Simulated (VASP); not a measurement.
A run of VASP 6.6.1:

Contents of POSCAR:

```
KNa2ScF6
1.0
    0.0000000000      4.4967680000      4.4967680000
    4.4967680000      0.0000000000      4.4967680000
    4.4967680000      4.4967680000      0.0000000000
K Na Sc F
1 2 1 6
Direct
    0.5000000000      0.5000000000      0.5000000000
    0.7500000000      0.7500000000      0.7500000000
    0.2500000000      0.2500000000      0.2500000000
    0.0000000000      0.0000000000      0.0000000000
    0.7752430000      0.2247570000      0.2247570000
    0.2247570000      0.2247570000      0.7752430000
    0.2247570000      0.7752430000      0.7752430000
    0.2247570000      0.7752430000      0.2247570000
    0.7752430000      0.2247570000      0.7752430000
    0.7752430000      0.7752430000      0.2247570000
```

INCAR.step1

```
SYSTEM = KNa2ScF6
  PREC = Accurate
  ENCUT = 520
  EDIFF = 1E-7
  ISMEAR = 0
  SIGMA = 0.01
  LREAL = .FALSE.
  LASPH = .TRUE.
  NELM = 100
  ALGO = Normal
  ISIF = 2
  LWAVE = .FALSE.
  LCHARG = .TRUE.
  LMAXMIX = 4
  GGA = PE
  NBANDS = 49
```

The input KPOINTS.step1:

```
regular mesh
0
G
  3 3 3
  0 0 0
```

INCAR.step2

```
SYSTEM = KNa2ScF6
  PREC = Accurate
  ENCUT = 520
  EDIFF = 1E-7
  ISMEAR = -5
  SIGMA = 0.01
  LREAL = .FALSE.
  LASPH = .TRUE.
  NELM = 100
  ALGO = Normal
  ISIF = 2
  LWAVE = .FALSE.
  LCHARG = .FALSE.
  LMAXMIX = 4
  GGA = PE
  LORBIT = 11
  NBANDS = 49
  NEDOS = 2001
  ICHARG = 11
```

File KPOINTS.step2:

```
regular mesh
0
G
  5 5 5
  0 0 0
```

Potentials or basis: VASP PAW PBE potentials, release 64 (K_sv, Na_pv, Sc_sv, F).

The run is started by

```console
$ cat potpaw_PBE.64/K_sv/POTCAR potpaw_PBE.64/Na_pv/POTCAR potpaw_PBE.64/Sc_sv/POTCAR potpaw_PBE.64/F/POTCAR > POTCAR
$ cp INCAR.step1 INCAR
$ cp KPOINTS.step1 KPOINTS
$ mpirun -np 1 vasp_std > vasp.out
$ cp INCAR.step2 INCAR
$ cp KPOINTS.step2 KPOINTS
$ mpirun -np 1 vasp_std > vasp.out
```

Hardware: 1 thread of Intel(R) Xeon(R) Platinum 8488C (Sapphire Rapids), on a shared host.

Question: How long does it take, and how much memory?

Answer: It took 2.3 min on 1 thread of Intel(R) Xeon(R) Platinum 8488C (Sapphire Rapids), with other jobs on the host, peak memory 0.34 GiB. Counts: k points 10.
